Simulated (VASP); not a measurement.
# Re (Pm-3m) in VASP: notebook

The runs below take Re through single point, with PBE.

Everything below comes from runs of VASP 6.6.1. Logs are shortened: lines on timing, memory, paths and dates and some standing lists are left out, and cuts for length are marked.

## Step 1: The cell of the first run

It takes space group Pm-3m (No. 221, cubic). Conventional cell: a = 2.478 Å, b = 2.478 Å, c = 2.478 Å, α = 90.00°, β = 90.00°, γ = 90.00°. Within 3.3 Å of Re (site symmetry m-3m) lie 6 Re at 2.48 Å.

## Step 2: Single point, PBE

INCAR reads:

```
SYSTEM = Re
PREC     = Accurate       ! precision mode
ENCUT    = 520            ! plane-wave cutoff, eV
EDIFF    = 1E-6           ! SCF threshold, eV
ISMEAR   = -1             ! smearing method
SIGMA    = 0.05           ! smearing width, eV
LREAL    = .FALSE.        ! projectors in reciprocal space
LASPH    = .TRUE.         ! aspherical terms in the spheres
NELM     = 80             ! most SCF steps
ALGO     = Normal         ! electronic algorithm
ISIF     = 2              ! what is computed and relaxed
LWAVE    = .FALSE.        ! write WAVECAR
LCHARG   = .FALSE.        ! write CHGCAR
GGA      = PE             ! functional
NBANDS   = 10             ! bands
```

KPOINTS reads:

```
regular mesh
0
G
  10 10 10
  0 0 0
```

POSCAR reads:

```
Re
1.0
    2.4782447020      0.0000000000      0.0000000000
    0.0000000000      2.4782447020      0.0000000000
    0.0000000000      0.0000000000      2.4782447020
Re
1
Direct
    0.0000000000      0.0000000000      0.0000000000
```

Potentials or basis: VASP PAW PBE potentials, release 64 (Re).

The run is started by

```bash
$ cat potpaw_PBE.64/Re/POTCAR > POTCAR
$ mpirun -np 1 vasp_std > vasp.out
```

OUTCAR:

```text
SYSTEM = Re
   PREC = Accurate
   ENCUT = 520
   EDIFF = 1E-6
   ISMEAR = -1
   LREAL = .FALSE.
   LASPH = .TRUE.
   NELM = 80
   ISIF = 2
   GGA = PE

 ion  position               nearest neighbor table
   1  0.000  0.000  0.000-

  LATTYP: Found a simple cubic cell.
 ALAT       =     2.4782447020

  Lattice vectors:

 A1 = (   2.4782447020,   0.0000000000,   0.0000000000)
 A2 = (   0.0000000000,   2.4782447020,   0.0000000000)
 A3 = (   0.0000000000,   0.0000000000,   2.4782447020)

Analysis of symmetry for initial positions (statically):
=====================================================================
 Subroutine PRICEL returns:
 Original cell was already a primitive cell.

 Routine SETGRP: Setting up the symmetry group for a
 simple cubic supercell.

 Subroutine GETGRP returns: Found 48 space group operations
 (whereof 48 operations were pure point group operations)
 out of a pool of 48 trial point group operations.

The static configuration has the point symmetry O_h .

Analysis of symmetry for dynamics (positions and initial velocities):
=====================================================================
 Subroutine PRICEL returns:
 Original cell was already a primitive cell.

 Routine SETGRP: Setting up the symmetry group for a
 simple cubic supercell.

 Subroutine GETGRP returns: Found 48 space group operations
 (whereof 48 operations were pure point group operations)
 out of a pool of 48 trial point group operations.

The dynamic configuration has the point symmetry O_h .

 Subroutine INISYM returns: Found 48 space group operations
 (whereof 48 operations are pure point group operations),
 and found     1 'primitive' translations

----------------------------------------------------------------------------------------

                                     Primitive cell

  volume of cell :      15.2206

  direct lattice vectors                    reciprocal lattice vectors
     2.478244702  0.000000000  0.000000000     0.403511404  0.000000000  0.000000000
     0.000000000  2.478244702  0.000000000     0.000000000  0.403511404  0.000000000
     0.000000000  0.000000000  2.478244702     0.000000000  0.000000000  0.403511404

  length of vectors
     2.478244702  2.478244702  2.478244702     0.403511404  0.403511404  0.403511404

  position of ions in fractional coordinates (direct lattice)
     0.000000000  0.000000000  0.000000000

  ion indices of the primitive-cell ions
   primitive index   ion index
                 1           1

----------------------------------------------------------------------------------------

 KPOINTS: regular mesh

Automatic generation of k-mesh.
 Grid dimensions read from file:
 generate k-points for:   10   10   10

 Generating k-lattice:

  Cartesian coordinates                     Fractional coordinates (reciprocal lattice)
     0.040351140  0.000000000  0.000000000     0.100000000  0.000000000  0.000000000
     0.000000000  0.040351140  0.000000000     0.000000000  0.100000000  0.000000000
     0.000000000  0.000000000  0.040351140     0.000000000  0.000000000  0.100000000

  Length of vectors
     0.040351140  0.040351140  0.040351140

  Shift w.r.t. Gamma in fractional coordinates (k-lattice)
     0.000000000  0.000000000  0.000000000

 Subroutine IBZKPT returns following result:
 ===========================================

 Found     56 irreducible k-points:

 Following reciprocal coordinates:
            Coordinates               Weight
  0.000000  0.000000  0.000000      1.000000
  0.100000  0.000000  0.000000      6.000000
  0.200000  0.000000  0.000000      6.000000
  0.300000  0.000000  0.000000      6.000000
  0.400000  0.000000  0.000000      6.000000
  0.500000  0.000000  0.000000      3.000000
[... 16 lines left out ...]
  0.200000  0.100000  0.100000     24.000000
  0.300000  0.100000  0.100000     24.000000
 [... further k-points ...]
   k-points           NKPTS =     56   k-points in BZ     NKDIM =     56   number of bands    NBANDS=     10
   number of dos      NEDOS =    301   number of ions     NIONS =      1
   total plane-waves  NPLWV =   5832
   dimension x,y,z NGX =    18 NGY =   18 NGZ =   18
   dimension x,y,z NGXF=    36 NGYF=   36 NGZF=   36
   ions per type =               1
   NGX,Y,Z   is equivalent  to a cutoff of  12.07, 12.07, 12.07 a.u.
   NGXF,Y,Z  is equivalent  to a cutoff of  24.15, 24.15, 24.15 a.u.
 SYSTEM =  Re
   PREC   = accura    normal or accurate (medium, high low for compatibility)
   ISTART =      0    job   : 0-new  1-cont  2-samecut
   ICHARG =      2    charge: 1-file 2-atom 10-const
   ISPIN  =      1    spin polarized calculation?
   LNONCOLLINEAR =      F non collinear calculations
   LSORBIT =      F    spin-orbit coupling
   LASPH  =      T    aspherical Exc in radial PAW
   ENCUT  =  520.0 eV  38.22 Ry    6.18 a.u.   4.61  4.61  4.61*2*pi/ulx,y,z
   NELM   =     80;   NELMIN=  2; NELMDL= -5     # of ELM steps
   EDIFF  = 0.1E-05   stopping-criterion for ELM
   LREAL  =      F    real-space projection
   EDIFFG = 0.1E-04   stopping-criterion for IOM
   NSW    =      0    number of steps for IOM
   IBRION =     -1    ionic relax: 0-MD 1-quasi-New 2-CG
   NFREE  =      0    steps in history (QN), initial steepest desc. (CG)
   ISIF   =      2    stress and relaxation
   ISYM   =      2    0-nonsym 1-usesym 2-fastsym
   POTIM  = 0.5000    time-step for ionic-motion
   TEBEG  =    0.0;   TEEND  =   0.0 temperature during run
   PSTRESS=    0.0 pullay stress
   NELECT =       7.0000    total number of electrons
   NUPDOWN=      -1.0000    fix difference up-down
   EMIN   =  10.00;   EMAX   =-10.00  energy-range for DOS
   EFERMI =   0.00;   METHOD = LEGACY
   ISMEAR =    -1;   SIGMA  =   0.05  broadening in eV -4-tet -1-fermi 0-gaus
   EFERMI_NEDOS =   21; number of points for ismear=-14 and -15
   IALGO  =     38    algorithm
   IMIX   =      4    mixing-type and parameters
     AMIX     =   0.40;   BMIX     =  1.00
     AMIX_MAG =   1.60;   BMIX_MAG =  1.00
  volume/ion in A,a.u.               =      15.22       102.71
  Fermi-wavevector in a.u.,A,eV,Ry     =   1.263659  2.387970 21.726256  1.596835
  Thomas-Fermi vector in A             =   2.397005
   LORBIT       =      0    0 simple, 1 ext, 2 COOP (PROOUT), +10 PAW based schemes
   GGA     = PE    functional components
   LHFCALC =     F    Hartree Fock is set to
   AEXX    =    0.0000 exact exchange contribution
   IVDW    =     0    specifies the selected vdW correction
   LEPSILON=     F    determine dielectric tensor
   LRPA    =     F    only Hartree local field effects (RPA)
 non-spin polarized calculation
  energy-cutoff  :      520.00
  volume of cell :       15.22
 maximum number of plane-waves:       437
   NGX =  9   NGY =  9   NGZ =  9

 number of electron       7.0000003 magnetization

 Free energy of the ion-electron system (eV)
  ---------------------------------------------------
  ext. energy  EPLUGINS =         0.00000000
  ---------------------------------------------------
  free energy    TOTEN  =       -10.88406906 eV

  energy without entropy =      -10.88014889  energy(sigma->0) =      -10.88210897

 E-fermi :   8.0044     XC(G=0): -13.3861

 val. band max:        7.9483451439   @ k =   0.5000   0.3000   0.0000
 cond. band min:       8.1490404711   @ k =   0.3000   0.2000   0.0000
 fundamental gap:      0.2006953272
 Fermi energy:         8.0044392234

 k-point     1 :       0.0000    0.0000    0.0000
  band No.  band energies     occupation
      1      -1.9424      2.00000
      2       1.8541      2.00000
      3       1.8541      2.00000
      4      12.2137      0.00000
      5      12.2137      0.00000
      6      12.2137      0.00000
      7      24.4156      0.00000
      8      24.4156      0.00000
      9      24.4156      0.00000
     10      30.9856      0.00000

 k-point     2 :       0.1000    0.0000    0.0000
  band No.  band energies     occupation
      1      -1.5785      2.00000
      2       1.9475      2.00000
      3       2.2818      2.00000
      4      11.6304      0.00000
      5      11.6304      0.00000
      6      12.2567      0.00000
      7      22.6380      0.00000
      8      25.1960      0.00000
      9      25.1960      0.00000
     10      31.3114      0.00000

 k-point     3 :       0.2000    0.0000    0.0000
  band No.  band energies     occupation
      1      -0.6827      2.00000
      2       2.2008      2.00000
      3       3.5483      2.00000
      4      10.3495      0.00000
      5      10.3495      0.00000
      6      12.3708      0.00000
      7      19.8666      0.00000
      8      27.0154      0.00000
      9      27.0154      0.00000
     10      28.1268      0.00000

 k-point     4 :       0.3000    0.0000    0.0000
  band No.  band energies     occupation
      1       0.3825      2.00000
      2       2.5346      2.00000
      3       5.3037      2.00000
      4       9.0671      0.00000
      5       9.0671      0.00000
      6      12.5149      0.00000
      7      17.8805      0.00000
      8      25.6035      0.00000
      9      29.0822      0.00000
     10      29.0822      0.00000

 k-point     5 :       0.4000    0.0000    0.0000
  band No.  band energies     occupation
      1       1.3146      2.00000
      2       2.8240      2.00000
      3       6.5891      2.00000
      4       8.1807      0.05716
      5       8.1807      0.05716
      6      12.6343      0.00000
      7      17.4429      0.00000
      8      23.9779      0.00000
      9      30.6465      0.00000
     10      30.8661      0.00000

 k-point     6 :       0.5000    0.0000    0.0000
  band No.  band energies     occupation
      1       1.7184      2.00000
      2       2.9397      2.00000
      3       6.9194      2.00000
      4       7.8683      1.87663
      5       7.8683      1.87661
      6      12.6806      0.00000
      7      17.8134      0.00000
      8      23.4137      0.00000
      9      29.0625      0.00000
     10      31.6725      0.00000
[... 183 lines left out ...]
 k-point    21 :       0.5000    0.5000    0.0000
  band No.  band energies     occupation
      1       0.5913      2.00000
      2       3.7606      2.00000
      3       8.7403      0.00000
      4       8.7403      0.00000
      5      13.2569      0.00000
      6      13.2569      0.00000
      7      15.3152      0.00000
      8      24.0679      0.00000
      9      24.1425      0.00000
     10      31.0022      0.00000

 k-point    22 :       0.1000    0.1000    0.1000
  band No.  band energies     occupation
      1      -0.8327      2.00000
      2       2.6219      2.00000
      3       2.6219      2.00000
      4      10.8653      0.00000
      5      11.1716      0.00000
      6      11.1716      0.00000
      7      23.4606      0.00000
      8      24.4581      0.00000
      9      24.4581      0.00000
     10      32.2417      0.00000

 k-point    23 :       0.2000    0.1000    0.1000
  band No.  band energies     occupation
      1       0.0734      2.00000
      2       2.8737      2.00000
      3       3.8345      2.00000
      4       9.7220      0.00000
      5       9.7940      0.00000
      6      11.2541      0.00000
      7      21.2537      0.00000
      8      25.2002      0.00000
      9      26.1214      0.00000
     10      29.9220      0.00000

 k-point    24 :       0.3000    0.1000    0.1000
  band No.  band energies     occupation
      1       1.1320      2.00000
      2       3.2141      2.00000
      3       5.2068      2.00000
      4       8.4155      0.00054
      5       9.0537      0.00000
      6      11.4375      0.00000
      7      19.0348      0.00000
      8      26.2636      0.00000
      9      26.5538      0.00000
     10      29.7219      0.00000

 [... further k-points ...]
[... 5 lines left out ...]
  --------------------------------------------------------------------------------------
  -------------------------------------------------------------------------------------
  Total        3.6800420      3.6800420      3.6800420      0.0000000      0.0000000     -0.0000000
  in kB      387.3742969    387.3742969    387.3742969      0.0000000      0.0000000     -0.0000000
  external PRESSURE =     387.3742969 kB  Pullay stress =       0.0000000 kB

 VOLUME and BASIS-vectors are now :
 -----------------------------------------------------------------------------
  energy-cutoff  :      520.00
  volume of cell :       15.22
      direct lattice vectors                 reciprocal lattice vectors
     2.478244702  0.000000000  0.000000000     0.403511404  0.000000000  0.000000000
     0.000000000  2.478244702  0.000000000     0.000000000  0.403511404  0.000000000
     0.000000000  0.000000000  2.478244702     0.000000000  0.000000000  0.403511404

 POSITION                                       TOTAL-FORCE (eV/Angst)
 -----------------------------------------------------------------------------------
      0.00000      0.00000      0.00000         0.000000      0.000000      0.000000
 -----------------------------------------------------------------------------------
    total drift:                                0.000000      0.000000      0.000000

  FREE ENERGIE OF THE ION-ELECTRON SYSTEM (eV)
  ---------------------------------------------------
  free  energy   TOTEN  =       -10.8840690580 eV

  energy  without entropy=      -10.8801488920  energy(sigma->0) =      -10.88210897
```

Wall time 10 s (1 thread of Intel Xeon 8259CL, shared host); peak memory 0.12 GiB.

Results:

```
Free energy : -10.8841 eV
Pressure    : 38.7 GPa
```

Caveat: spin-orbit coupling is left out, which moves the levels of the heavy elements.

## Step 3: Single point, PBE

This run uses another cell than the first one, of 14.57 Å³/atom, 0.957 times its volume.

INCAR reads:

```
SYSTEM = Re
PREC = Accurate
ENCUT = 520
EDIFF = 1E-7
ISMEAR = -1
SIGMA = 0.05
LREAL = .False.
LASPH = .True.
NELM = 80
ALGO = Normal
ISIF = 2
LWAVE = .False.
LCHARG = .False.
GGA = PE
NBANDS = 10
```

KPOINTS reads:

```
regular mesh
0
Gamma
  10 10 10
  0 0 0
```

POSCAR reads:

```
Re
1.0
    2.4425920717      0.0000000000      0.0000000000
    0.0000000000      2.4425920717      0.0000000000
    0.0000000000      0.0000000000      2.4425920717
Re
1
Direct
    0.0000000000      0.0000000000      0.0000000000
```

Potentials or basis: VASP PAW PBE potentials, release 64 (Re).

The run is started by

```bash
$ cat potpaw_PBE.64/Re/POTCAR > POTCAR
$ mpirun -np 1 vasp_std > vasp.out
```

It took 11 s on 1 thread of Intel Xeon 8259CL, shared host; peak memory 0.12 GiB.

Results (log left out):

```yaml
Free_energy: -10.6885 eV
Pressure: 58.6 GPa
```

Levels at points of the mesh, in eV from the Fermi level:
| k point | band 1 | band 2 | band 3 | band 4 | band 5 | band 6 | band 7 |
| --- | --- | --- | --- | --- | --- | --- | --- |
| (0.00, 0.00, 0.00) | -10.29 | -6.53 | -6.53 | 4.46 | 4.46 | 4.46 | 16.78 |
| (0.50, 0.00, 0.00) | -6.52 | -5.38 | -1.15 | -0.20 | -0.20 | 4.97 | 10.38 |
| (0.50, 0.50, 0.00) | -7.92 | -4.44 | 0.74 | 0.74 | 5.45 | 5.45 | 7.77 |
| (0.50, 0.50, 0.50) | -5.98 | -5.98 | -5.98 | 7.43 | 8.13 | 8.13 | 13.88 |

Caveat: spin-orbit coupling is left out, which moves the levels of the heavy elements.

(Continued in part 2 of 2.)
